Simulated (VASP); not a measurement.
A run of VASP 6.6.1 is set up as follows.

The input POSCAR:

```
AlGaN2
1.0
    3.0937638930      0.0000000000      0.0000000000
    0.0000000000      3.0937638930      0.0000000000
    0.0000000000      0.0000000000      4.3574803709
Al Ga N
1 1 2
Direct
    0.5000000000      0.5000000000      0.5000000000
    0.0000000000      0.0000000000      0.0000000000
    0.5000000000      0.0000000000      0.7382648100
    0.0000000000      0.5000000000      0.2617351900
```

File INCAR.step1:

```
SYSTEM = AlGaN2
PREC = Accurate
ENCUT = 520
ISMEAR = 0
SIGMA = 0.05
LREAL = .False.
LASPH = .True.
NELM = 60
NBANDS = 21
GGA = PE
ALGO = Normal
EDIFF = 1E-4
LWAVE = .True.
LCHARG = .False.
```

INCAR.step2

```
SYSTEM = AlGaN2
PREC = Accurate
ENCUT = 520
EDIFF = 1E-7
ISMEAR = 0
SIGMA = 0.05
LREAL = .False.
LASPH = .True.
NELM = 60
ALGO = Normal
ISIF = 2
LWAVE = .False.
LCHARG = .True.
METAGGA = R2SCAN
LMIXTAU = .True.
LELF = .True.
LVHAR = .True.
NBANDS = 21
ISTART = 1
```

The input KPOINTS:

```
regular mesh
0
Gamma
  8 8 6
  0 0 0
```

Potentials or basis: VASP PAW PBE potentials, release 64 (Al, Ga_d, N).

Launch:

```bash
$ cat potpaw_PBE.64/Al/POTCAR potpaw_PBE.64/Ga_d/POTCAR potpaw_PBE.64/N/POTCAR > POTCAR
$ cp INCAR.step1 INCAR
$ mpirun -np 1 vasp_std > vasp.out
$ cp INCAR.step2 INCAR
$ mpirun -np 1 vasp_std > vasp.out
```

Q: Predict the largest force.

A: 0.005 eV/Å.

Q: Predict the pressure.

A: 10.2 GPa.

Q: What does it give for the band gap on the k mesh?

A: 3.71 eV, direct.

Forces on the atoms (eV/Å):
```
Al   0.000  0.000  0.000
Ga   0.000  0.000  0.000
N    0.000  0.000 -0.005
N    0.000  0.000  0.005
```

Caveat: the cell differs from its parent crystal (strain -0.015 along x and y, -0.015 along z); the PAW data sets were made with another functional, which shifts forces and pressure a little. A k mesh can miss the band edges.
